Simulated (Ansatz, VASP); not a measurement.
## CdTe: VASP beside Ansatz

```
CELL_PARAMETERS angstrom
0.00000 3.27996 3.27996
3.27996 0.00000 3.27996
3.27996 3.27996 0.00000
ATOMIC_POSITIONS crystal
Cd 0.00000 0.00000 0.00000
Te 0.25000 0.25000 0.25000
```

Alike in both runs: task single point; functional PBE; k mesh 6 × 6 × 6; no spin polarisation.

|  | VASP | Ansatz |
| --- | --- | --- |
| version | VASP 6.6.1 | Ansatz 0.2.0 |
| potentials or method | VASP PAW PBE potentials, release 64 (Cd, Te) | plane waves, PAW |
| plane-wave cutoff (eV) | 520 | 420 |
| occupations | gaussian, width 0.01 eV | fixed |
| valence electrons in the cell | 18 | 36 |

|  | VASP | Ansatz | Ansatz less VASP |
| --- | --- | --- | --- |
| gap on the k mesh at the Fermi level (eV) | 0.66 | 0.66 | +0.002 |
| pressure (GPa) | 1.1 | 1.0 | -0.12 |

VASP's potentials hold 18 valence electrons a cell and Ansatz's 36, so a difference there can come from the potentials and not from the codes.

Spin-orbit coupling is off throughout.
